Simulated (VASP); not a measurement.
Here is a VASP 6.6.1 calculation.

Contents of INCAR:

```
SYSTEM = CaO
  PREC = Accurate
  ENCUT = 600
  EDIFF = 1E-6
  ISMEAR = 0
  SIGMA = 0.02
  LREAL = .FALSE.
  LASPH = .TRUE.
  NELM = 80
  ALGO = Normal
  ISIF = 3
  LWAVE = .FALSE.
  LCHARG = .FALSE.
  GGA = PE
  IBRION = 2
  NSW = 100
  EDIFFG = -0.01
```

File KPOINTS:

```
Automatic mesh
0
G
  8 8 8
  0 0 0
```

File POSCAR:

```
CaO
1.0
    0.0000000000      2.4142046007      2.4142046007
    2.4142046007      0.0000000000      2.4142046007
    2.4142046007      2.4142046007      0.0000000000
Ca O
1 1
Direct
    0.0000000000      0.0000000000      0.0000000000
    0.5000000000      0.5000000000      0.5000000000
```

Potentials or basis: VASP PAW PBE potentials, release 64 (Ca_sv, O).

Command:

```bash
$ cat potpaw_PBE.64/Ca_sv/POTCAR potpaw_PBE.64/O/POTCAR > POTCAR
$ mpirun -np 1 vasp_std > vasp.out
```

Problem. Estimate the relaxed cell.

Solution. a = 3.421 Å, b = 3.421 Å, c = 3.421 Å, α = 60.00°, β = 60.00°, γ = 60.00°.

Problem. Estimate the space group after relaxing (to 0.05 Å).

Solution. Fm-3m (No. 225).

Step by step:
| step | energy change (eV) | largest force (eV/Å) | pressure (GPa) | volume (Å³) |
| --- | --- | --- | --- | --- |
| 1 | 0.0000 | 0.0000 | 0.60 | 28.14 |
| 2 | -0.0003 | 0.0000 | -0.19 | 28.36 |
| 3 | -0.0003 | 0.0000 | -0.03 | 28.31 |
